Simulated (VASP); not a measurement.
# Cu (Fm-3m) in VASP: a series of runs

Runs on Cu. Level: PBE. Tasks: single point, relaxation of cell and atoms.

Everything below comes from runs of VASP 6.6.1. Logs are shortened: lines on timing, memory, paths and dates and some standing lists are left out, and cuts for length are marked.

## 1. The cell of the first run

The structure is cubic, space group Fm-3m (No. 225). The conventional cell has a = 3.665 Å, b = 3.665 Å, c = 3.665 Å, α = 90.00°, β = 90.00°, γ = 90.00°. Cu (site symmetry m-3m) has 12 Cu at 2.59 Å within 3.4 Å.

## 2. Single point, PBE

Input file INCAR:

```
SYSTEM = Cu
PREC = Accurate ; ENCUT = 520
EDIFF = 1E-6 ; ISMEAR = -1
SIGMA = 0.05 ; LREAL = .False.
LASPH = .True. ; NELM = 100
ALGO = Normal ; ISIF = 2
LWAVE = .False. ; LCHARG = .False.
GGA = PE ; NBANDS = 12
```

Input file KPOINTS:

```
Automatic mesh
0
Gamma
  18 18 18
  0 0 0
```

Input file POSCAR:

```
Cu
1.0
    0.0000000000      1.8325607396      1.8325607396
    1.8325607396      0.0000000000      1.8325607396
    1.8325607396      1.8325607396      0.0000000000
Cu
1
Direct
    0.0000000000      0.0000000000      0.0000000000
```

Potentials or basis: VASP PAW PBE potentials, release 64 (Cu).

Command:

```sh
$ cat potpaw_PBE.64/Cu/POTCAR > POTCAR
$ mpirun -np 1 vasp_std > vasp.out
```

OUTCAR:

```text
SYSTEM = Cu
   PREC = Accurate
   ENCUT = 520
   EDIFF = 1E-6
   ISMEAR = -1
   LREAL = .False.
   LASPH = .True.
   NELM = 100
   ISIF = 2
   GGA = PE

 ion  position               nearest neighbor table
   1  0.000  0.000  0.000-

  LATTYP: Found a face centered cubic cell.
 ALAT       =     3.6651214792

  Lattice vectors:

 A1 = (   0.0000000000,   1.8325607396,   1.8325607396)
 A2 = (   1.8325607396,   0.0000000000,   1.8325607396)
 A3 = (   1.8325607396,   1.8325607396,   0.0000000000)

Analysis of symmetry for initial positions (statically):
=====================================================================
 Subroutine PRICEL returns:
 Original cell was already a primitive cell.

 Routine SETGRP: Setting up the symmetry group for a
 face centered cubic supercell.

 Subroutine GETGRP returns: Found 48 space group operations
 (whereof 48 operations were pure point group operations)
 out of a pool of 48 trial point group operations.

The static configuration has the point symmetry O_h .

Analysis of symmetry for dynamics (positions and initial velocities):
=====================================================================
 Subroutine PRICEL returns:
 Original cell was already a primitive cell.

 Routine SETGRP: Setting up the symmetry group for a
 face centered cubic supercell.

 Subroutine GETGRP returns: Found 48 space group operations
 (whereof 48 operations were pure point group operations)
 out of a pool of 48 trial point group operations.

The dynamic configuration has the point symmetry O_h .

 Subroutine INISYM returns: Found 48 space group operations
 (whereof 48 operations are pure point group operations),
 and found     1 'primitive' translations

----------------------------------------------------------------------------------------

                                     Primitive cell

  volume of cell :      12.3085

  direct lattice vectors                    reciprocal lattice vectors
     0.000000000  1.832560740  1.832560740    -0.272842252  0.272842252  0.272842252
     1.832560740  0.000000000  1.832560740     0.272842252 -0.272842252  0.272842252
     1.832560740  1.832560740  0.000000000     0.272842252  0.272842252 -0.272842252

  length of vectors
     2.591632252  2.591632252  2.591632252     0.472576644  0.472576644  0.472576644

  position of ions in fractional coordinates (direct lattice)
     0.000000000  0.000000000  0.000000000

  ion indices of the primitive-cell ions
   primitive index   ion index
                 1           1

----------------------------------------------------------------------------------------

 KPOINTS: Automatic mesh

Automatic generation of k-mesh.
 Grid dimensions read from file:
 generate k-points for:   18   18   18

 Generating k-lattice:

  Cartesian coordinates                     Fractional coordinates (reciprocal lattice)
    -0.015157903  0.015157903  0.015157903     0.055555556  0.000000000  0.000000000
     0.015157903 -0.015157903  0.015157903     0.000000000  0.055555556  0.000000000
     0.015157903  0.015157903 -0.015157903     0.000000000  0.000000000  0.055555556

  Length of vectors
     0.026254258  0.026254258  0.026254258

  Shift w.r.t. Gamma in fractional coordinates (k-lattice)
     0.000000000  0.000000000  0.000000000

 Subroutine IBZKPT returns following result:
 ===========================================

 Found    195 irreducible k-points:

 Following reciprocal coordinates:
            Coordinates               Weight
  0.000000  0.000000  0.000000      1.000000
  0.055556  0.000000  0.000000      8.000000
  0.111111  0.000000  0.000000      8.000000
  0.166667  0.000000  0.000000      8.000000
  0.222222  0.000000  0.000000      8.000000
  0.277778  0.000000  0.000000      8.000000
[... 16 lines left out ...]
 -0.277778  0.055556  0.000000     24.000000
 -0.222222  0.055556  0.000000     24.000000
 [... further k-points ...]
   k-points           NKPTS =    195   k-points in BZ     NKDIM =    195   number of bands    NBANDS=     12
   number of dos      NEDOS =    301   number of ions     NIONS =      1
   total plane-waves  NPLWV =   8000
   dimension x,y,z NGX =    20 NGY =   20 NGZ =   20
   dimension x,y,z NGXF=    40 NGYF=   40 NGZF=   40
   ions per type =               1
   NGX,Y,Z   is equivalent  to a cutoff of  12.83, 12.83, 12.83 a.u.
   NGXF,Y,Z  is equivalent  to a cutoff of  25.66, 25.66, 25.66 a.u.
 SYSTEM =  Cu
   PREC   = accura    normal or accurate (medium, high low for compatibility)
   ISTART =      0    job   : 0-new  1-cont  2-samecut
   ICHARG =      2    charge: 1-file 2-atom 10-const
   ISPIN  =      1    spin polarized calculation?
   LNONCOLLINEAR =      F non collinear calculations
   LSORBIT =      F    spin-orbit coupling
   LASPH  =      T    aspherical Exc in radial PAW
   ENCUT  =  520.0 eV  38.22 Ry    6.18 a.u.   4.82  4.82  4.82*2*pi/ulx,y,z
   NELM   =    100;   NELMIN=  2; NELMDL= -5     # of ELM steps
   EDIFF  = 0.1E-05   stopping-criterion for ELM
   LREAL  =      F    real-space projection
   EDIFFG = 0.1E-04   stopping-criterion for IOM
   NSW    =      0    number of steps for IOM
   IBRION =     -1    ionic relax: 0-MD 1-quasi-New 2-CG
   NFREE  =      0    steps in history (QN), initial steepest desc. (CG)
   ISIF   =      2    stress and relaxation
   ISYM   =      2    0-nonsym 1-usesym 2-fastsym
   POTIM  = 0.5000    time-step for ionic-motion
   TEBEG  =    0.0;   TEEND  =   0.0 temperature during run
   PSTRESS=    0.0 pullay stress
   NELECT =      11.0000    total number of electrons
   NUPDOWN=      -1.0000    fix difference up-down
   EMIN   =  10.00;   EMAX   =-10.00  energy-range for DOS
   EFERMI =   0.00;   METHOD = LEGACY
   ISMEAR =    -1;   SIGMA  =   0.05  broadening in eV -4-tet -1-fermi 0-gaus
   EFERMI_NEDOS =   21; number of points for ismear=-14 and -15
   IALGO  =     38    algorithm
   IMIX   =      4    mixing-type and parameters
     AMIX     =   0.40;   BMIX     =  1.00
     AMIX_MAG =   1.60;   BMIX_MAG =  1.00
  volume/ion in A,a.u.               =      12.31        83.06
  Fermi-wavevector in a.u.,A,eV,Ry     =   1.576900  2.979908 33.832411  2.486612
  Thomas-Fermi vector in A             =   2.677663
   LORBIT       =      0    0 simple, 1 ext, 2 COOP (PROOUT), +10 PAW based schemes
   GGA     = PE    functional components
   LHFCALC =     F    Hartree Fock is set to
   AEXX    =    0.0000 exact exchange contribution
   IVDW    =     0    specifies the selected vdW correction
   LEPSILON=     F    determine dielectric tensor
   LRPA    =     F    only Hartree local field effects (RPA)
 non-spin polarized calculation
  energy-cutoff  :      520.00
  volume of cell :       12.31
 maximum number of plane-waves:       342
   NGX =  9   NGY =  9   NGZ =  9

 number of electron      10.9999989 magnetization

 Free energy of the ion-electron system (eV)
  ---------------------------------------------------
  ext. energy  EPLUGINS =         0.00000000
  ---------------------------------------------------
  free energy    TOTEN  =        -3.72676980 eV

  energy without entropy =       -3.72443117  energy(sigma->0) =       -3.72560048

 E-fermi :   7.0620     XC(G=0): -12.4872

 val. band max:        7.0497329494   @ k =   0.5000   0.2778   0.1111
 cond. band min:       7.1087026976   @ k =   0.5000   0.1111   0.0000
 fundamental gap:      0.0589697482
 Fermi energy:         7.0619735488

 k-point     1 :       0.0000    0.0000    0.0000
  band No.  band energies     occupation
      1      -1.9563      2.00000
      2       4.1859      2.00000
      3       4.1859      2.00000
      4       4.1859      2.00000
      5       4.9569      2.00000
      6       4.9569      2.00000
      7      29.3469      0.00000
      8      31.6735      0.00000
      9      31.6735      0.00000
     10      31.6735      0.00000
     11      34.1405      0.00000
     12      34.1405      0.00000

 k-point     2 :       0.0556    0.0000    0.0000
  band No.  band energies     occupation
      1      -1.8471      2.00000
      2       4.1636      2.00000
      3       4.2060      2.00000
      4       4.2060      2.00000
      5       4.9490      2.00000
      6       4.9490      2.00000
      7      28.6385      0.00000
      8      30.4054      0.00000
      9      31.3123      0.00000
     10      31.3123      0.00000
     11      34.6617      0.00000
     12      34.6617      0.00000

 k-point     3 :       0.1111    0.0000    0.0000
  band No.  band energies     occupation
      1      -1.5228      2.00000
      2       4.1031      2.00000
      3       4.2583      2.00000
      4       4.2583      2.00000
      5       4.9329      2.00000
      6       4.9329      2.00000
      7      26.1491      0.00000
      8      29.9334      0.00000
      9      30.6511      0.00000
     10      30.6511      0.00000
     11      35.7592      0.00000
     12      35.7592      0.00000
[... 286 lines left out ...]
 k-point    23 :      -0.2778    0.0556    0.0000
  band No.  band energies     occupation
      1       0.8911      2.00000
      2       3.9659      2.00000
      3       4.2870      2.00000
      4       4.3277      2.00000
      5       5.0468      2.00000
      6       5.2967      2.00000
      7      17.1241      0.00000
      8      26.2623      0.00000
      9      29.6272      0.00000
     10      30.5663      0.00000
     11      32.6346      0.00000
     12      34.1650      0.00000

 k-point    24 :      -0.2222    0.0556    0.0000
  band No.  band energies     occupation
      1       0.0614      2.00000
      2       3.9158      2.00000
      3       4.3337      2.00000
      4       4.3694      2.00000
      5       4.9135      2.00000
      6       5.1416      2.00000
      7      19.7107      0.00000
      8      26.5505      0.00000
      9      30.2638      0.00000
     10      31.1281      0.00000
     11      33.7477      0.00000
     12      34.3648      0.00000

 [... further k-points ...]
[... 5 lines left out ...]
  --------------------------------------------------------------------------------------
  -------------------------------------------------------------------------------------
  Total       -0.2411435     -0.2411435     -0.2411435      0.0000000     -0.0000000      0.0000000
  in kB      -31.3892531    -31.3892531    -31.3892531      0.0000000     -0.0000000      0.0000000
  external PRESSURE =     -31.3892531 kB  Pullay stress =       0.0000000 kB

 VOLUME and BASIS-vectors are now :
 -----------------------------------------------------------------------------
  energy-cutoff  :      520.00
  volume of cell :       12.31
      direct lattice vectors                 reciprocal lattice vectors
     0.000000000  1.832560740  1.832560740    -0.272842252  0.272842252  0.272842252
     1.832560740  0.000000000  1.832560740     0.272842252 -0.272842252  0.272842252
     1.832560740  1.832560740  0.000000000     0.272842252  0.272842252 -0.272842252

 POSITION                                       TOTAL-FORCE (eV/Angst)
 -----------------------------------------------------------------------------------
      0.00000      0.00000      0.00000         0.000000      0.000000      0.000000
 -----------------------------------------------------------------------------------
    total drift:                                0.000000      0.000000      0.000000

  FREE ENERGIE OF THE ION-ELECTRON SYSTEM (eV)
  ---------------------------------------------------
  free  energy   TOTEN  =        -3.7267697979 eV

  energy  without entropy=       -3.7244311656  energy(sigma->0) =       -3.72560048
```

Wall time 9.4 s (1 thread of Intel Xeon 6975P-C (Granite Rapids), shared host); peak memory 0.14 GiB.

What came out:

- Free energy: -3.7268 eV
- Pressure: -3.1 GPa

## 3. Single point, PBE

Input file INCAR:

```
PREC = Accurate
ENCUT = 520
EDIFF = 1E-6
ISMEAR = -1
SIGMA = 0.05
LREAL = F
LASPH = T
NELM = 80
ALGO = Normal
ISIF = 2
LWAVE = F
LCHARG = F
GGA = PE
NBANDS = 12
```

Input file KPOINTS:

```
regular mesh
0
Gamma
  18 18 18
```

Input file POSCAR:

```
Cu
1.0
    0.0000000000      1.8324750358      1.8324750358
    1.8324750358      0.0000000000      1.8324750358
    1.8324750358      1.8324750358      0.0000000000
Cu
1
Direct
    0.0000000000      0.0000000000      0.0000000000
```

Potentials or basis: VASP PAW PBE potentials, release 64 (Cu).

Command:

```sh
$ cat potpaw_PBE.64/Cu/POTCAR > POTCAR
$ mpirun -np 1 vasp_std > vasp.out
```

It took 9.3 s on 1 thread of Intel Xeon 6975P-C (Granite Rapids), shared host; peak memory 0.14 GiB.

The run converged. Its results:

| Item | Value |
| --- | --- |
| Free energy | -3.7268 eV |
| Pressure | -3.1 GPa |

Levels at points of the mesh, in eV from the Fermi level:
```tsv
k point	band 4	band 5	band 6	band 7	band 8	band 9
(0.00, 0.00, 0.00)	-2.88	-2.11	-2.11	22.29	24.61	24.61
(0.50, 0.00, 0.00)	-1.57	-1.57	-0.86	3.58	20.80	21.46
(0.50, 0.50, 0.00)	-1.44	-1.44	1.55	6.85	12.79	12.79
```

## 4. Relaxation of cell and atoms, PBE, target pressure -3.7 GPa, at which the enthalpy is minimised

Input file INCAR:

```
SYSTEM = Cu
PREC = Accurate ; ENCUT = 600
EDIFF = 1E-7 ; ISMEAR = -1
SIGMA = 0.05 ; LREAL = .FALSE.
LASPH = .TRUE. ; NELM = 60
ALGO = Normal ; ISIF = 3
LWAVE = .FALSE. ; LCHARG = .FALSE.
GGA = PE ; IBRION = 2
NSW = 60 ; EDIFFG = -0.005
PSTRESS = -37.0
```

Input file KPOINTS:

```
regular mesh
0
G
  18 18 18
  0 0 0
```

Input file POSCAR:

```
Cu
1.0
    0.0000000000      1.8325607396      1.8325607396
    1.8325607396      0.0000000000      1.8325607396
    1.8325607396      1.8325607396      0.0000000000
Cu
1
Direct
    0.0000000000      0.0000000000      0.0000000000
```

Potentials or basis: VASP PAW PBE potentials, release 64 (Cu).

Command:

```sh
$ cat potpaw_PBE.64/Cu/POTCAR > POTCAR
$ mpirun -np 1 vasp_std > vasp.out
```

OUTCAR:

```text
SYSTEM = Cu
   PREC = Accurate
   ENCUT = 600
   EDIFF = 1E-7
   ISMEAR = -1
   LREAL = .FALSE.
   LASPH = .TRUE.
   NELM = 60
   ISIF = 3
   GGA = PE
   IBRION = 2
   NSW = 60
   EDIFFG = -0.005
   PSTRESS = -37.0

 ion  position               nearest neighbor table
   1  0.000  0.000  0.000-

  LATTYP: Found a face centered cubic cell.
 ALAT       =     3.6651214792

  Lattice vectors:

 A1 = (   0.0000000000,   1.8325607396,   1.8325607396)
 A2 = (   1.8325607396,   0.0000000000,   1.8325607396)
 A3 = (   1.8325607396,   1.8325607396,   0.0000000000)

Analysis of symmetry for initial positions (statically):
=====================================================================
 Subroutine PRICEL returns:
 Original cell was already a primitive cell.
[... 249 lines left out ...]
  free energy    TOTEN  =        -3.72557975 eV

  energy without entropy =       -3.72325636  energy(sigma->0) =       -3.72441805

 E-fermi :   7.0062     XC(G=0): -12.4604

 val. band max:        6.9921758659   @ k =   0.5000   0.2778   0.1111
 cond. band min:       7.0563688940   @ k =   0.5000   0.1111   0.0000
 fundamental gap:      0.0641930280
 Fermi energy:         7.0061635501

 k-point     1 :       0.0000    0.0000    0.0000
  band No.  band energies     occupation
      1      -1.9774      2.00000
      2       4.1441      2.00000
      3       4.1441      2.00000
      4       4.1441      2.00000
      5       4.9094      2.00000
      6       4.9094      2.00000
      7      29.2530      0.00000
      8      31.5441      0.00000
      9      31.5441      0.00000
[... 265 lines left out ...]
 k-point    24 :      -0.2222    0.0556    0.0000
  band No.  band energies     occupation
      1       0.0341      2.00000
      2       3.8763      2.00000
      3       4.2909      2.00000
      4       4.3263      2.00000
      5       4.8665      2.00000
      6       5.0929      2.00000
      7      19.6155      0.00000
      8      26.4389      0.00000
      9      30.1548      0.00000

 [... further k-points ...]
[... 5 lines left out ...]
  --------------------------------------------------------------------------------------
  -------------------------------------------------------------------------------------
  Total       -0.2837897     -0.2837897     -0.2837897      0.0000000      0.0000000     -0.0000000
  in kB      -36.7671235    -36.7671235    -36.7671235      0.0000000      0.0000000     -0.0000000
  external PRESSURE =       0.2328765 kB  Pullay stress =     -37.0000000 kB
[... 20 lines left out ...]
  energy  without entropy=       -3.7232563585  energy(sigma->0) =       -3.72441805

  enthalpy is  TOTEN    =        -4.0111669090 eV   P V=       -0.2855871635

 reached required accuracy - stopping structural energy minimisation
```

Wall time 19 s (1 thread of Intel Xeon 6975P-C (Granite Rapids), shared host); peak memory 0.16 GiB.

What came out:

- Free energy: -3.7256 eV
- Relaxed volume: 12.37 Å³/atom
- Relaxed cell: a = 2.596 Å, b = 2.596 Å, c = 2.596 Å, α = 60.00°, β = 60.00°, γ = 60.00°
- Space group after relaxing (to 0.05 Å): Fm-3m (No. 225)
- Energy change on relaxing (the enthalpy is what falls): +1.2 meV/atom
- Ionic steps: 3
- Pressure after relaxing: -3.7 GPa

Step by step:
```tsv
step	energy change (eV)	largest force (eV/Å)	pressure (GPa)	volume (Å³)
1	0.0000	0.0000	-3.12	12.31
2	0.0018	0.0000	-3.89	12.39
3	0.0012	0.0000	-3.68	12.37
```

Final structure:
```
CELL_PARAMETERS angstrom
0.00000 1.83544 1.83544
1.83544 0.00000 1.83544
1.83544 1.83544 0.00000
ATOMIC_POSITIONS crystal
Cu 0.00000 0.00000 0.00000
```

Caveat: the cell is relaxed towards a set pressure, so the enthalpy falls and the energy may rise.
